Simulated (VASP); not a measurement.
Ni, 1 atom in the cell. Symmetry: Fm-3m, No. 225, cubic system. Conventional cell: a = 3.510 Å, b = 3.510 Å, c = 3.510 Å, α = 90.00°, β = 90.00°, γ = 90.00°. Ni (site symmetry m-3m) has 12 Ni at 2.48 Å within 3.3 Å. 

| Item | Value |
| --- | --- |
| Program | VASP 6.6.1 |
| Task | single point |
| Functional | HSE06 |
| Potentials or basis | VASP PAW PBE potentials, release 64 (Ni) |
| Cutoff | 520 eV |
| k mesh | 7 × 7 × 7 |
| Occupations | fermi-dirac, width 0.05 eV |
| Spin | collinear spin, ferromagnetic start |
| Starting moments | [1.0] μB |
| Dipole correction | no |
| Grid for exact exchange (PRECFOCK) | Normal |
| Further INCAR settings | ALGO = Normal; EDIFF = 1e-07; NBANDS = 15 |
| Share of exact exchange | 0.25 |
| Screening parameter | 0.2079 1/Å |

Potentials or basis: VASP PAW PBE potentials, release 64 (Ni).

The run is started by

```bash
$ cat potpaw_PBE.64/Ni/POTCAR > POTCAR
$ cp INCAR.step1 INCAR
$ mpirun -np 1 vasp_std > vasp.out
$ cp INCAR.step2 INCAR
$ mpirun -np 1 vasp_std > vasp.out
```

Hardware: 1 thread of AMD EPYC 7R13 Processor (Zen 3) (shared host).

Task: How long does it take, and how much memory?

Result: It took 33 min on 1 thread of AMD EPYC 7R13 Processor (Zen 3) (shared host), peak memory 0.2 GiB. Counts: k points 20.
